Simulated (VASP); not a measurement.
# Rb (Im-3m) in VASP: a series of runs

Runs on Rb. Level: BLYP. Tasks: single point.

Program: VASP 6.6.1. These are calculated values, not measurements. Logs are shortened: lines on timing, memory, paths and dates and some standing lists are left out, and cuts for length are marked.

### 1 The cell of the first run

The structure is cubic, space group Im-3m (No. 229). The conventional cell has a = 5.757 Å, b = 5.757 Å, c = 5.757 Å, α = 90.00°, β = 90.00°, γ = 90.00°.

### 2 Single point, BLYP

Input file INCAR:

```
  PREC = Accurate
  ENCUT = 520
  EDIFF = 1E-7
  ISMEAR = -1
  SIGMA = 0.1
  LREAL = F
  LASPH = T
  NELM = 80
  ALGO = Normal
  ISIF = 2
  LWAVE = F
  LCHARG = F
  GGA = B5
  ALDAX = 1.0
  AGGAX = 1.0
  AGGAC = 1.0
  ALDAC = 0.0
  NBANDS = 10
```

Input file KPOINTS:

```
regular mesh
0
Gamma
  13 13 13
```

Input file POSCAR:

```
Rb
1.0
   -2.8786617975      2.8786617975      2.8786617975
    2.8786617975     -2.8786617975      2.8786617975
    2.8786617975      2.8786617975     -2.8786617975
Rb
1
Direct
    0.0000000000      0.0000000000      0.0000000000
```

Potentials or basis: VASP PAW PBE potentials, release 64 (Rb_sv).

On the command line:

```
cat potpaw_PBE.64/Rb_sv/POTCAR > POTCAR
mpirun -np 1 vasp_std > vasp.out
```

OUTCAR:

```text
PREC = Accurate
   ENCUT = 520
   EDIFF = 1E-7
   ISMEAR = -1
   LREAL = F
   LASPH = T
   NELM = 80
   ISIF = 2
   GGA = B5

 ion  position               nearest neighbor table
   1  0.000  0.000  0.000-

  LATTYP: Found a body centered cubic cell.
 ALAT       =     5.7573235950

  Lattice vectors:

 A1 = (  -2.8786617975,   2.8786617975,   2.8786617975)
 A2 = (   2.8786617975,  -2.8786617975,   2.8786617975)
 A3 = (   2.8786617975,   2.8786617975,  -2.8786617975)

Analysis of symmetry for initial positions (statically):
=====================================================================
 Subroutine PRICEL returns:
 Original cell was already a primitive cell.

 Routine SETGRP: Setting up the symmetry group for a
 body centered cubic supercell.

 Subroutine GETGRP returns: Found 48 space group operations
 (whereof 48 operations were pure point group operations)
 out of a pool of 48 trial point group operations.

The static configuration has the point symmetry O_h .

Analysis of symmetry for dynamics (positions and initial velocities):
=====================================================================
 Subroutine PRICEL returns:
 Original cell was already a primitive cell.

 Routine SETGRP: Setting up the symmetry group for a
 body centered cubic supercell.

 Subroutine GETGRP returns: Found 48 space group operations
 (whereof 48 operations were pure point group operations)
 out of a pool of 48 trial point group operations.

The dynamic configuration has the point symmetry O_h .

 Subroutine INISYM returns: Found 48 space group operations
 (whereof 48 operations are pure point group operations),
 and found     1 'primitive' translations

----------------------------------------------------------------------------------------

                                     Primitive cell

  volume of cell :      95.4184

  direct lattice vectors                    reciprocal lattice vectors
    -2.878661797  2.878661797  2.878661797     0.000000000  0.173691818  0.173691818
     2.878661797 -2.878661797  2.878661797     0.173691818  0.000000000  0.173691818
     2.878661797  2.878661797 -2.878661797     0.173691818  0.173691818  0.000000000

  length of vectors
     4.985988491  4.985988491  4.985988491     0.245637324  0.245637324  0.245637324

  position of ions in fractional coordinates (direct lattice)
     0.000000000  0.000000000  0.000000000

  ion indices of the primitive-cell ions
   primitive index   ion index
                 1           1
[... 71 lines left out ...]
   NELM   =     80;   NELMIN=  2; NELMDL= -5     # of ELM steps
   EDIFF  = 0.1E-06   stopping-criterion for ELM
   LREAL  =      F    real-space projection
   EDIFFG = 0.1E-05   stopping-criterion for IOM
   NSW    =      0    number of steps for IOM
   IBRION =     -1    ionic relax: 0-MD 1-quasi-New 2-CG
   NFREE  =      0    steps in history (QN), initial steepest desc. (CG)
   ISIF   =      2    stress and relaxation
   ISYM   =      2    0-nonsym 1-usesym 2-fastsym
   POTIM  = 0.5000    time-step for ionic-motion
   TEBEG  =    0.0;   TEEND  =   0.0 temperature during run
   PSTRESS=    0.0 pullay stress
   NELECT =       9.0000    total number of electrons
   NUPDOWN=      -1.0000    fix difference up-down
   EMIN   =  10.00;   EMAX   =-10.00  energy-range for DOS
   EFERMI =   0.00;   METHOD = LEGACY
   ISMEAR =    -1;   SIGMA  =   0.10  broadening in eV -4-tet -1-fermi 0-gaus
   EFERMI_NEDOS =   21; number of points for ismear=-14 and -15
   IALGO  =     38    algorithm
   IMIX   =      4    mixing-type and parameters
     AMIX     =   0.40;   BMIX     =  1.00
     AMIX_MAG =   1.60;   BMIX_MAG =  1.00
  volume/ion in A,a.u.               =      95.42       643.91
  Fermi-wavevector in a.u.,A,eV,Ry     =   0.745209  1.408242  7.555820  0.555337
  Thomas-Fermi vector in A             =   1.840743
   LORBIT       =      0    0 simple, 1 ext, 2 COOP (PROOUT), +10 PAW based schemes
   GGA     = B5    functional components
   LHFCALC =     F    Hartree Fock is set to
   AEXX    =    0.0000 exact exchange contribution
   IVDW    =     0    specifies the selected vdW correction
   LEPSILON=     F    determine dielectric tensor
   LRPA    =     F    only Hartree local field effects (RPA)
 non-spin polarized calculation
  energy-cutoff  :      520.00
  volume of cell :       95.42
 maximum number of plane-waves:      2590
 NGX is ok and might be reduce to    40
   NGX = 19   NGY = 19   NGZ = 19

 number of electron       9.0000000 magnetization

 Free energy of the ion-electron system (eV)
  ---------------------------------------------------
  ext. energy  EPLUGINS =         0.00000000
  ---------------------------------------------------
  free energy    TOTEN  =        -0.61807988 eV

  energy without entropy =       -0.58713146  energy(sigma->0) =       -0.60260567

 E-fermi :   0.3374     XC(G=0):  -4.9555

 val. band max:        0.2823937408   @ k =  -0.3077   0.4615   0.0769
 cond. band min:       0.3491390498   @ k =  -0.3077   0.3077   0.3077
 fundamental gap:      0.0667453090
 Fermi energy:         0.3374245132

 k-point     1 :       0.0000    0.0000    0.0000
  band No.  band energies     occupation
      1     -28.7045      2.00000
      2     -12.8041      2.00000
      3     -12.8041      2.00000
      4     -12.8041      2.00000
      5      -1.5772      2.00000
      6       3.7446      0.00000
      7       3.7446      0.00000
      8       3.7446      0.00000
      9       4.6699      0.00000
     10       4.6699      0.00000
[... 287 lines left out ...]
 k-point    24 :       0.2308    0.0769    0.0769
  band No.  band energies     occupation
      1     -28.7021      2.00000
      2     -12.8619      2.00000
      3     -12.8222      2.00000
      4     -12.8081      2.00000
      5      -0.4418      1.99917
      6       2.3314      0.00000
      7       2.7763      0.00000
      8       4.4582      0.00000
      9       4.7118      0.00000
     10       4.8523      0.00000

 [... further k-points ...]
[... 5 lines left out ...]
  --------------------------------------------------------------------------------------
  -------------------------------------------------------------------------------------
  Total        0.0010338      0.0010338      0.0010338      0.0000000     -0.0000000      0.0000000
  in kB        0.0173592      0.0173592      0.0173592      0.0000000     -0.0000000      0.0000000
  external PRESSURE =       0.0173592 kB  Pullay stress =       0.0000000 kB

 VOLUME and BASIS-vectors are now :
 -----------------------------------------------------------------------------
  energy-cutoff  :      520.00
  volume of cell :       95.42
      direct lattice vectors                 reciprocal lattice vectors
    -2.878661797  2.878661797  2.878661797     0.000000000  0.173691818  0.173691818
     2.878661797 -2.878661797  2.878661797     0.173691818  0.000000000  0.173691818
     2.878661797  2.878661797 -2.878661797     0.173691818  0.173691818  0.000000000

 POSITION                                       TOTAL-FORCE (eV/Angst)
 -----------------------------------------------------------------------------------
      0.00000      0.00000      0.00000        -0.000000      0.000000     -0.000000
 -----------------------------------------------------------------------------------
    total drift:                                0.000000      0.000000     -0.000000

  FREE ENERGIE OF THE ION-ELECTRON SYSTEM (eV)
  ---------------------------------------------------
  free  energy   TOTEN  =        -0.6180798812 eV

  energy  without entropy=       -0.5871314568  energy(sigma->0) =       -0.60260567
```

OSZICAR:

```text
N       E                     dE             d eps       ncg     rms          rms(c)
DAV:   1     0.427063269806E+02    0.42706E+02   -0.32488E+03  1680   0.652E+02
DAV:   2     0.221833847122E+01   -0.40488E+02   -0.39821E+02  1826   0.126E+02
DAV:   3    -0.465656953102E+00   -0.26840E+01   -0.26777E+01  2206   0.331E+01
DAV:   4    -0.617253874978E+00   -0.15160E+00   -0.15116E+00  2388   0.635E+00
DAV:   5    -0.619769921300E+00   -0.25160E-02   -0.25153E-02  2328   0.755E-01    0.688E-01
DAV:   6    -0.618225126006E+00    0.15448E-02   -0.28505E-03  2440   0.310E-01    0.411E-01
DAV:   7    -0.617857205844E+00    0.36792E-03   -0.35871E-03  2338   0.346E-01    0.581E-02
DAV:   8    -0.618007659037E+00   -0.15045E-03   -0.28080E-04  1932   0.836E-02    0.169E-02
DAV:   9    -0.618061458950E+00   -0.53800E-04   -0.90738E-05  1912   0.356E-02    0.803E-03
DAV:  10    -0.618078010390E+00   -0.16551E-04   -0.53723E-05  1850   0.262E-02    0.178E-03
DAV:  11    -0.618079387135E+00   -0.13767E-05   -0.30732E-06  2176   0.647E-03    0.696E-04
DAV:  12    -0.618079862363E+00   -0.47523E-06   -0.17913E-06  1834   0.407E-03    0.425E-04
DAV:  13    -0.618079881229E+00   -0.18866E-07   -0.14886E-07  2170   0.117E-03
   1 F= -.61807988E+00 E0= -.60260567E+00  d E =-.309484E-01
```

stdout:

```text
POSCAR found type information on POSCAR Rb
 POSCAR found :  1 types and       1 ions
 scaLAPACK will be used
 -----------------------------------------------------------------------------
|                                                                             |
|                                                                             |
|     You enforced a specific xc type in the INCAR file but a different       |
|     I HOPE YOU KNOW WHAT YOU ARE DOING!                                     |
|                                                                             |
 -----------------------------------------------------------------------------

 LDA part: xc-table for (Slater(with rela. corr.)+VWN5), standard interpolation
 POSCAR, INCAR and KPOINTS ok, starting setup
 FFT: planning ... GRIDC
 FFT: planning ... GRID_SOFT
 FFT: planning ... GRID
 WAVECAR not read
 entering main loop
```

It took 38 s on 1 thread of Intel Xeon 6975P-C (Granite Rapids), shared host; peak memory 0.27 GiB.

What came out:

- Free energy: -0.6181 eV
- Pressure: 0.0 GPa

Levels at points of the mesh, in eV from the Fermi level:
| k point | band 2 | band 3 | band 4 | band 5 | band 6 | band 7 |
| --- | --- | --- | --- | --- | --- | --- |
| (0.00, 0.00, 0.00) | -13.14 | -13.14 | -13.14 | -1.91 | 3.41 | 3.41 |

Caveat: the PAW data sets were made with another functional, which shifts forces and pressure a little.

### 3 Single point, BLYP (volume scaled by 1.04)

Input file INCAR:

```
  AGGAC = 1.0
  AGGAX = 1.0
  ALDAC = 0.0
  ALDAX = 1.0
  ALGO = Normal
  EDIFF = 1E-7
  ENCUT = 520
  GGA = B5
  ISIF = 2
  ISMEAR = -1
  LASPH = True
  LCHARG = False
  LREAL = False
  LWAVE = False
  NBANDS = 10
  NELM = 60
  PREC = Accurate
  SIGMA = 0.1
```

Input file KPOINTS:

```
k-points
0
Gamma
  13 13 13
```

Input file POSCAR:

```
Rb
1.0
   -2.9165432706      2.9165432706      2.9165432706
    2.9165432706     -2.9165432706      2.9165432706
    2.9165432706      2.9165432706     -2.9165432706
Rb
1
Direct
    0.0000000000      0.0000000000      0.0000000000
```

Potentials or basis: VASP PAW PBE potentials, release 64 (Rb_sv).

On the command line:

```
cat potpaw_PBE.64/Rb_sv/POTCAR > POTCAR
mpirun -np 1 vasp_std > vasp.out
```

Wall time 41 s (1 thread of Intel Xeon 6975P-C (Granite Rapids), shared host); peak memory 0.27 GiB.

The run converged. Its results:

* Free energy: -0.6172 eV
* Pressure: -0.1 GPa

Levels at points of the mesh, in eV from the Fermi level:
```
           k point  band 2  band 3  band 4  band 5  band 6  band 7
(0.00, 0.00, 0.00)  -13.16  -13.16  -13.16   -1.86    3.37    3.37
```

Caveat: the PAW data sets were made with another functional, which shifts forces and pressure a little.

### 4 Single point, BLYP (volume scaled by 1.08)

Input file INCAR:

```
AGGAC = 1.0
AGGAX = 1.0
ALDAC = 0.0
ALDAX = 1.0
ALGO = Normal
EDIFF = 1E-6
ENCUT = 520
GGA = B5
ISIF = 2
ISMEAR = -1
LASPH = T
LCHARG = T
LELF = T
LREAL = F
LVHAR = T
LWAVE = F
NBANDS = 10
NELM = 60
PREC = Accurate
SIGMA = 0.1
```

KPOINTS is that of step 3.

Input file POSCAR:

```
Rb
1.0
   -2.9534654594      2.9534654594      2.9534654594
    2.9534654594     -2.9534654594      2.9534654594
    2.9534654594      2.9534654594     -2.9534654594
Rb
1
Direct
    0.0000000000      0.0000000000      0.0000000000
```

On the command line:

```
cat potpaw_PBE.64/Rb_sv/POTCAR > POTCAR
mpirun -np 1 vasp_std > vasp.out
```

Run time: 38 s. Hardware: 1 thread of Intel Xeon 6975P-C (Granite Rapids), shared host; peak memory 0.27 GiB.

It converged, with:

```yaml
Free_energy: -0.6145 eV
Pressure: -0.1 GPa
```

Levels at points of the mesh, in eV from the Fermi level:
| k point | band 1 | band 2 | band 3 | band 4 | band 5 | band 6 | band 7 | band 8 | band 9 |
| --- | --- | --- | --- | --- | --- | --- | --- | --- | --- |
| (0.00, 0.00, 0.00) | -29.08 | -13.18 | -13.18 | -13.18 | -1.82 | 3.34 | 3.34 | 3.34 | 4.22 |

Caveat: the PAW data sets were made with another functional, which shifts forces and pressure a little.

### 5 Overview

```csv
cell,gap on the mesh (eV),pressure (GPa)
"a = 4.986 Å, angles 109.5°, 1 atom",none,0.0
"a = 5.052 Å, angles 109.5°, 1 atom",none,-0.1
"a = 5.116 Å, angles 109.5°, 1 atom",none,-0.1
```

Alike in all rows: task single point; level BLYP; potentials or basis VASP PAW PBE potentials, release 64 (Rb_sv); no spin polarisation; k mesh 13 × 13 × 13; cutoff (eV) 520; smearing fermi-dirac 0.1 eV.

Caveats: the PAW data sets were made with another functional, which shifts forces and pressure a little.

Absolute energies hang on the potentials; compare differences alone.
